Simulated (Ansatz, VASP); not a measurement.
## One calculation of Zn, two programs

```
Zn
1.0
     5.04268    0.00000    0.00000
     0.00000    5.04268    0.00000
     0.00000    0.00000    5.04268
Zn
8
Direct
  0.00000 0.00000 0.00000
  0.50000 0.50000 0.50000
  0.25000 0.00000 0.50000
  0.75000 0.00000 0.50000
  0.50000 0.25000 0.00000
  0.50000 0.75000 0.00000
  0.00000 0.50000 0.25000
  0.00000 0.50000 0.75000
```

Alike in both runs: functional RPBE; k mesh 5 × 5 × 5; occupations fermi-dirac, width 0.1 eV; no spin polarisation.

Ansatz relaxed the structure, and its values are those at the end. VASP's run is a single point on that final structure, the one shown.

|  | VASP | Ansatz |
| --- | --- | --- |
| version | VASP 6.6.1 | Ansatz 0.2.0 |
| potentials or method | VASP PAW PBE potentials, release 64 (Zn), cutoff 500 eV | plane waves (420 eV) with PAW, scalar-relativistic |
| valence electrons in the cell | 96 | 96 |

VASP gave:

```
pressure (GPa) : 0.4
```

Question: What did Ansatz give for the same quantities?

Answer: Pressure (GPa): 0.0.

VASP's potentials were made for PBE, not for RPBE.
